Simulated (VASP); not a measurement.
Here is a VASP 6.6.1 calculation.

The input INCAR:

```
PREC = Accurate
ENCUT = 520
EDIFF = 1E-6
ISMEAR = -1
SIGMA = 0.01
LREAL = F
LASPH = T
NELM = 80
ALGO = Normal
ISIF = 2
LWAVE = F
LCHARG = F
GGA = PE
NBANDS = 28
```

File KPOINTS:

```
Automatic mesh
0
Gamma
  7 7 3
```

Contents of POSCAR:

```
PbS
1.0
    2.9405000000     -2.9000000000      0.0000000000
    2.9405000000      2.9000000000      0.0000000000
   -1.0800500000      0.0000000000     11.9434758000
Pb S
2 2
Direct
    0.7756000000      0.7756000000      0.6363800000
    0.2244000000      0.2244000000      0.3636200000
    0.2684000000      0.2684000000      0.5986000000
    0.7316000000      0.7316000000      0.4014000000
```

Potentials or basis: VASP PAW PBE potentials, release 64 (Pb_d, S).

Command:

```bash
$ cat potpaw_PBE.64/Pb_d/POTCAR potpaw_PBE.64/S/POTCAR > POTCAR
$ mpirun -np 1 vasp_std > vasp.out
```

**Question.** What does it give for the band gap on the k mesh?

**Answer.** 1.19 eV.

**Question.** What does it give for the largest force?

**Answer.** 0.591 eV/Å.

Forces in eV/Å, atoms in the order of the input:
```
Pb  -0.001  0.000 -0.591
Pb   0.001  0.000  0.591
S   -0.004  0.000 -0.190
S    0.004  0.000  0.190
```

Caveat: the cell differs from its parent crystal (zz strain of +2 %); spin-orbit coupling is left out, which moves the levels of the heavy elements.
